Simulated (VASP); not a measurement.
Here is a VASP 6.6.1 calculation.

The input POSCAR:

```
AlN
1.0
    3.1110021516      0.0000000000      0.0000000000
   -1.5555010758      2.6942068945      0.0000000000
    0.0000000000      0.0000000000      4.9780000000
Al N
2 2
Direct
    0.3333333333      0.6666666667      0.0000000000
    0.6666666667      0.3333333333      0.5000000000
    0.2776583218      0.5553166435      0.3850000000
    0.6666666667      0.3333333333      0.8850000000
```

INCAR.step1

```
SYSTEM = AlN
  PREC = Accurate
  ENCUT = 520
  ISMEAR = 0
  SIGMA = 0.05
  LREAL = .False.
  LASPH = .True.
  NELM = 100
  NBANDS = 16
  GGA = PE
  ALGO = Normal
  EDIFF = 1E-4
  LWAVE = .True.
  LCHARG = .False.
```

INCAR.step2

```
SYSTEM = AlN
  PREC = Accurate
  ENCUT = 520
  EDIFF = 1E-6
  ISMEAR = 0
  SIGMA = 0.05
  LREAL = .False.
  LASPH = .True.
  NELM = 100
  ALGO = Normal
  ISIF = 2
  LWAVE = .False.
  LCHARG = .False.
  METAGGA = R2SCAN
  LMIXTAU = .True.
  NBANDS = 16
  ISTART = 1
```

KPOINTS

```
regular mesh
0
Gamma
  12 12 6
  0 0 0
```

Potentials or basis: VASP PAW PBE potentials, release 64 (Al, N).

Launch:

```sh
$ cat potpaw_PBE.64/Al/POTCAR potpaw_PBE.64/N/POTCAR > POTCAR
$ cp INCAR.step1 INCAR
$ mpirun -np 1 vasp_std > vasp.out
$ cp INCAR.step2 INCAR
$ mpirun -np 1 vasp_std > vasp.out
```

Task: What does it give for the largest force?

Result: 3.385 eV/Å.

Task: Estimate the band gap on the k mesh.

Result: 4.39 eV.

Task: Estimate the pressure.

Result: 3.6 GPa.

Forces in eV/Å, atoms in the order of the input:
```
Al   0.000 -0.527  0.347
Al   0.000 -2.439  1.173
N    0.000  3.129 -1.292
N    0.000 -0.163 -0.228
```

Caveat: the cell differs from its parent crystal (atom 3 (N) moved by (+0.000, -0.300) A along x and y); the stress differs along the axes, from -6 to 17 GPa; the PAW data sets were made with another functional, which shifts forces and pressure a little. A k mesh can miss the band edges.
